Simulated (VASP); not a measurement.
# Cs (Pm-3m) in VASP: density of states with PBEsol

Aim: the density of states of Cs with PBEsol.

Everything below comes from runs of VASP 6.6.1. Logs are shortened: lines on timing, memory, paths and dates and some standing lists are left out, and cuts for length are marked.

**1. The cell of the first run**

Symmetry: Pm-3m, No. 221, cubic system. The conventional cell has a = 3.627 Å, b = 3.627 Å, c = 3.627 Å, α = 90.00°, β = 90.00°, γ = 90.00°. Within 4.8 Å of Cs (site symmetry m-3m) lie 6 Cs at 3.63 Å.

**2. Density of states, PBEsol (volume scaled by 0.4)**

POSCAR

```
Cs
1.0
    3.6269970383      0.0000000000      0.0000000000
    0.0000000000      3.6269970383      0.0000000000
    0.0000000000      0.0000000000      3.6269970383
Cs
1
Direct
    0.0000000000      0.0000000000      0.0000000000
```

INCAR.step1

```
PREC     = Accurate       # precision mode
ENCUT    = 520            # plane-wave cutoff, eV
EDIFF    = 1E-6           # SCF threshold, eV
ISMEAR   = -1             # smearing method
SIGMA    = 0.08           # smearing width, eV
LREAL    = F              # projectors in reciprocal space
LASPH    = T              # aspherical terms in the spheres
NELM     = 100            # most SCF steps
ALGO     = Normal         # electronic algorithm
ISIF     = 2              # what is computed and relaxed
LWAVE    = F              # write WAVECAR
LCHARG   = T              # write CHGCAR
GGA      = PS             # functional
NBANDS   = 10             # bands
```

KPOINTS.step1

```
Automatic mesh
0
Gamma
  8 8 8
```

INCAR.step2

```
PREC     = Accurate       # precision mode
ENCUT    = 520            # plane-wave cutoff, eV
EDIFF    = 1E-6           # SCF threshold, eV
ISMEAR   = -5             # smearing method
SIGMA    = 0.08           # smearing width, eV
LREAL    = F              # projectors in reciprocal space
LASPH    = T              # aspherical terms in the spheres
NELM     = 100            # most SCF steps
ALGO     = Normal         # electronic algorithm
ISIF     = 2              # what is computed and relaxed
LWAVE    = F              # write WAVECAR
LCHARG   = F              # write CHGCAR
GGA      = PS             # functional
LORBIT   = 10             # projections on sites
NBANDS   = 10             # bands
NEDOS    = 2001           # points of the DOS
ICHARG   = 11             # starting density
```

KPOINTS.step2

```
Automatic mesh
0
Gamma
  12 12 12
```

Potentials or basis: VASP PAW PBE potentials, release 64 (Cs_sv).

Started as:

```console
> cat potpaw_PBE.64/Cs_sv/POTCAR > POTCAR
> cp INCAR.step1 INCAR
> cp KPOINTS.step1 KPOINTS
> mpirun -np 1 vasp_std > vasp.out
> cp INCAR.step2 INCAR
> cp KPOINTS.step2 KPOINTS
> mpirun -np 1 vasp_std > vasp.out
```

OUTCAR:

```text
PREC = Accurate
   ENCUT = 520
   EDIFF = 1E-6
   ISMEAR = -5
   LREAL = F
   LASPH = T
   NELM = 100
   ISIF = 2
   GGA = PS
   LORBIT = 10
   ICHARG = 11

 ion  position               nearest neighbor table
   1  0.000  0.000  0.000-

  LATTYP: Found a simple cubic cell.
 ALAT       =     3.6269970383

  Lattice vectors:

 A1 = (   3.6269970383,   0.0000000000,   0.0000000000)
 A2 = (   0.0000000000,   3.6269970383,   0.0000000000)
 A3 = (   0.0000000000,   0.0000000000,   3.6269970383)

Analysis of symmetry for initial positions (statically):
=====================================================================
 Subroutine PRICEL returns:
 Original cell was already a primitive cell.

 Routine SETGRP: Setting up the symmetry group for a
 simple cubic supercell.

 Subroutine GETGRP returns: Found 48 space group operations
[... 9 lines left out ...]

 Routine SETGRP: Setting up the symmetry group for a
 simple cubic supercell.

 Subroutine GETGRP returns: Found 48 space group operations
[... 11 lines left out ...]
                                     Primitive cell

  volume of cell :      47.7135

  direct lattice vectors                    reciprocal lattice vectors
     3.626997038  0.000000000  0.000000000     0.275710178  0.000000000  0.000000000
     0.000000000  3.626997038  0.000000000     0.000000000  0.275710178  0.000000000
     0.000000000  0.000000000  3.626997038     0.000000000  0.000000000  0.275710178

  length of vectors
     3.626997038  3.626997038  3.626997038     0.275710178  0.275710178  0.275710178

  position of ions in fractional coordinates (direct lattice)
     0.000000000  0.000000000  0.000000000

  ion indices of the primitive-cell ions
   primitive index   ion index
                 1           1

----------------------------------------------------------------------------------------

 KPOINTS: Automatic mesh

Automatic generation of k-mesh.
 Grid dimensions read from file:
 generate k-points for:   12   12   12

 Generating k-lattice:

  Cartesian coordinates                     Fractional coordinates (reciprocal lattice)
     0.022975848  0.000000000  0.000000000     0.083333333  0.000000000  0.000000000
     0.000000000  0.022975848  0.000000000     0.000000000  0.083333333  0.000000000
     0.000000000  0.000000000  0.022975848     0.000000000  0.000000000  0.083333333

  Length of vectors
     0.022975848  0.022975848  0.022975848
[... 55 lines left out ...]
   NELM   =    100;   NELMIN=  2; NELMDL=  0     # of ELM steps
   EDIFF  = 0.1E-05   stopping-criterion for ELM
   LREAL  =      F    real-space projection
   EDIFFG = 0.1E-04   stopping-criterion for IOM
   NSW    =      0    number of steps for IOM
   IBRION =     -1    ionic relax: 0-MD 1-quasi-New 2-CG
   NFREE  =      0    steps in history (QN), initial steepest desc. (CG)
   ISIF   =      2    stress and relaxation
   ISYM   =      2    0-nonsym 1-usesym 2-fastsym
   POTIM  = 0.5000    time-step for ionic-motion
   TEBEG  =    0.0;   TEEND  =   0.0 temperature during run
   PSTRESS=    0.0 pullay stress
   NELECT =       9.0000    total number of electrons
   NUPDOWN=      -1.0000    fix difference up-down
   EMIN   =  10.00;   EMAX   =-10.00  energy-range for DOS
   EFERMI =   0.00;   METHOD = LEGACY
   ISMEAR =    -5;   SIGMA  =   0.08  broadening in eV -4-tet -1-fermi 0-gaus
   EFERMI_NEDOS =   21; number of points for ismear=-14 and -15
   IALGO  =     38    algorithm
   IMIX   =      4    mixing-type and parameters
     AMIX     =   0.40;   BMIX     =  1.00
     AMIX_MAG =   1.60;   BMIX_MAG =  1.00
  volume/ion in A,a.u.               =      47.71       321.99
  Fermi-wavevector in a.u.,A,eV,Ry     =   0.938876  1.774219 11.993387  0.881489
  Thomas-Fermi vector in A             =   2.066132
   LORBIT       =     10    0 simple, 1 ext, 2 COOP (PROOUT), +10 PAW based schemes
   GGA     = PS    functional components
   LHFCALC =     F    Hartree Fock is set to
   AEXX    =    0.0000 exact exchange contribution
   IVDW    =     0    specifies the selected vdW correction
   LEPSILON=     F    determine dielectric tensor
   LRPA    =     F    only Hartree local field effects (RPA)
 non-spin polarized calculation
 Fermi weights with tetrahedron method with Bloechl corrections
  energy-cutoff  :      520.00
  volume of cell :       47.71
 maximum number of plane-waves:      1328
 NGX is ok and might be reduce to    28

 number of electron       9.0000000 magnetization

 Free energy of the ion-electron system (eV)
  ---------------------------------------------------
  ext. energy  EPLUGINS =         0.00000000
  ---------------------------------------------------
  free energy    TOTEN  =        -0.37771883 eV

  energy without entropy =       -0.37771883  energy(sigma->0) =       -0.37771883

 E-fermi :   3.4734     XC(G=0):  -8.3728

 val. band max:        3.4399534693   @ k =   0.5000   0.3333   0.3333
 cond. band min:       3.4928203875   @ k =   0.3333   0.3333   0.1667
 fundamental gap:      0.0528669183
 Fermi energy:         3.4734362597

 k-point     1 :       0.0000    0.0000    0.0000
  band No.  band energies     occupation
      1     -20.6695      2.00000
      2      -6.3739      2.00000
      3      -6.3739      2.00000
      4      -6.3739      2.00000
      5       1.6106      2.00000
      6       4.2422      0.00000
      7       4.2422      0.00000
      8      11.5255      0.00000
      9      11.5256      0.00000
     10      11.5257      0.00000
[... 287 lines left out ...]
 k-point    24 :       0.4167    0.3333    0.0000
  band No.  band energies     occupation
      1     -20.2428      2.00000
      2      -8.0929      2.00000
      3      -7.7048      2.00000
      4      -5.9950      2.00000
      5       2.9683      2.15000
      6       5.2225      0.00000
      7       8.3293      0.00000
      8       8.4265      0.00000
      9       8.5956      0.00000
     10       9.0915      0.00000

 [... further k-points ...]
[... 5 lines left out ...]
  --------------------------------------------------------------------------------------
  -------------------------------------------------------------------------------------
  Total        0.8113931      0.8113931      0.8113931      0.0000000      0.0000000     -0.0000000
  in kB       27.2458450     27.2458450     27.2458450      0.0000000      0.0000000     -0.0000000
  external PRESSURE =      27.2458450 kB  Pullay stress =       0.0000000 kB

 VOLUME and BASIS-vectors are now :
 -----------------------------------------------------------------------------
  energy-cutoff  :      520.00
  volume of cell :       47.71
      direct lattice vectors                 reciprocal lattice vectors
     3.626997038  0.000000000  0.000000000     0.275710178  0.000000000  0.000000000
     0.000000000  3.626997038  0.000000000     0.000000000  0.275710178  0.000000000
     0.000000000  0.000000000  3.626997038     0.000000000  0.000000000  0.275710178

 POSITION                                       TOTAL-FORCE (eV/Angst)
 -----------------------------------------------------------------------------------
      0.00000      0.00000      0.00000         0.000000      0.000000      0.000000
 -----------------------------------------------------------------------------------
    total drift:                               -0.000000      0.000000      0.000000

  FREE ENERGIE OF THE ION-ELECTRON SYSTEM (eV)
  ---------------------------------------------------
  free  energy   TOTEN  =        -0.3777188325 eV

  energy  without entropy=       -0.3777188325  energy(sigma->0) =       -0.37771883

 total charge

# of ion       s       p       d       tot
------------------------------------------
    1        1.855   4.609   0.126   6.591
```

OSZICAR.step1:

```text
N       E                     dE             d eps       ncg     rms          rms(c)
DAV:   1     0.461632327749E+02    0.46163E+02   -0.37015E+03   700   0.709E+02
DAV:   2     0.233398092689E+01   -0.43829E+02   -0.42199E+02   892   0.124E+02
DAV:   3    -0.423087470624E+00   -0.27571E+01   -0.27516E+01   808   0.328E+01
DAV:   4    -0.440122318920E+00   -0.17035E-01   -0.17031E-01   864   0.309E+00
DAV:   5    -0.440174728694E+00   -0.52410E-04   -0.52409E-04   814   0.169E-01    0.704E-01
DAV:   6    -0.405174018910E+00    0.35001E-01   -0.38605E-02   766   0.946E-01    0.345E-01
DAV:   7    -0.392523143071E+00    0.12651E-01   -0.37863E-02   740   0.940E-01    0.120E-01
DAV:   8    -0.392237031419E+00    0.28611E-03   -0.36823E-04   810   0.146E-01    0.119E-02
DAV:   9    -0.392233084164E+00    0.39473E-05   -0.58290E-06   856   0.143E-02    0.656E-03
DAV:  10    -0.392229756174E+00    0.33280E-05   -0.99298E-07   732   0.772E-03    0.107E-03
DAV:  11    -0.392229903742E+00   -0.14757E-06   -0.82510E-09   404   0.664E-04
   1 F= -.39222990E+00 E0= -.37561249E+00  d E =-.332348E-01
```

It took 46 s on 1 thread of Intel Xeon 6975P-C, shared host; peak memory 0.17 GiB.

Results:

```yaml
Valence_electrons_inside_the_program's_atomic_spheres: Cs 6.59
```

Levels at points of the mesh, in eV from the Fermi level:
```tsv
k point	band 1	band 2	band 3	band 4	band 5	band 6	band 7	band 8	band 9	band 10
(0.00, 0.00, 0.00)	-24.14	-9.85	-9.85	-9.85	-1.86	0.77	0.77	8.05	8.05	8.05
(0.50, 0.00, 0.00)	-23.88	-11.96	-9.61	-9.61	0.55	1.71	2.19	4.19	4.19	7.48
(0.50, 0.50, 0.00)	-23.63	-11.57	-11.57	-9.40	-1.24	2.27	5.10	5.10	5.50	5.50
(0.50, 0.50, 0.50)	-23.39	-11.23	-11.23	-11.23	0.23	0.23	0.23	3.70	10.93	10.93
```

Caveat: the PAW data sets were made with another functional, which shifts forces and pressure a little; spin-orbit coupling is left out, which moves the levels of the heavy elements; tetrahedron occupations give inexact forces and stress in metals.
